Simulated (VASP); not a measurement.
Write the native input for VASP 6.6.1 that does the following.

```yaml
Task: single point
Functional: PBEsol
Potentials_or_basis: VASP PAW PBE potentials, release 64 (Ir)
Cutoff: 520 eV
k_mesh: 12 × 12 × 7
Occupations: fermi-dirac, width 0.1 eV
Spin: no spin polarisation
Dipole_correction: no
Further_INCAR_settings: ALGO = Normal; EDIFF = 1e-06; NBANDS = 16
```

The structure of Ir lies in POSCAR:

```
Ir
1.0
    2.7756204650      0.0000000000      0.0000000000
   -1.3878102325      2.4037575884      0.0000000000
    0.0000000000      0.0000000000      4.5016073563
Ir
2
Direct
    0.6666666667      0.3333333333      0.7500000000
    0.3333333333      0.6666666667      0.2500000000
```

One way to write it, as run:

INCAR

```
SYSTEM = Ir
PREC = Accurate
ENCUT = 520
EDIFF = 1E-6
ISMEAR = -1
SIGMA = 0.1
LREAL = .False.
LASPH = .True.
NELM = 100
ALGO = Normal
ISIF = 2
LWAVE = .False.
LCHARG = .False.
GGA = PS
NBANDS = 16
```

KPOINTS

```
regular mesh
0
Gamma
  12 12 7
  0 0 0
```

Potentials or basis: VASP PAW PBE potentials, release 64 (Ir).

Run with:

```sh
$ cat potpaw_PBE.64/Ir/POTCAR > POTCAR
$ mpirun -np 1 vasp_std > vasp.out
```

Results of the run:

```yaml
Pressure: -19.5 GPa
Band_gap_on_the_k_mesh: zero (band 9 reaches 10.22 eV, above the bottom of band 10 at 7.19 eV)
```

Caveat: the PAW data sets were made with another functional, which shifts forces and pressure a little; spin-orbit coupling is left out, which moves the levels of the heavy elements.

It took 25 s on 1 thread of Intel(R) Xeon(R) Platinum 8375C CPU @ 2.90GHz (Ice Lake) (shared host), peak memory 0.17 GiB.
